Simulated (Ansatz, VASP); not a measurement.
## Two plane-wave programs on AlN

```
Al N
1.0
     3.19989    0.00000    0.00000
    -1.59995    2.77119    0.00000
     0.00000    0.00000    5.12795
Al N
2 2
Direct
  0.33333 0.66667 0.99701
  0.66667 0.33333 0.49701
  0.33333 0.66667 0.37799
  0.66667 0.33333 0.87799
```

Change from the starting cell: hydrostatic strain +3.0%.

Alike in both runs: task single point; functional PBE; k mesh 12 × 12 × 6; occupations fermi-dirac, width 0.02 eV; no spin polarisation.

|  | VASP | Ansatz |
| --- | --- | --- |
| version | VASP 6.6.1 | Ansatz 0.2.0 |
| potentials or method | VASP PAW PBE potentials, release 64 (Al, N) | plane waves, PAW |
| plane-wave cutoff (eV) | 520 | 420 |
| valence electrons in the cell | 16 | 16 |

|  | VASP | Ansatz | Ansatz less VASP |
| --- | --- | --- | --- |
| gap on the k mesh at the Fermi level (eV) | 3.49 | 3.48 | -0.006 |
| pressure (GPa) | -11.4 | -11.2 | +0.27 |
| traceless stress, the component that is largest in VASP (GPa) | 0.75 | 0.72 | -0.033 |
| rms of the force components (eV/Å) | 0.005 | 0.005 | +0.0001 |

Atom by atom the forces differ by 0.000 eV/Å (rms over components). With one functional, cell and mesh, what is left measures potentials, basis and numerics.
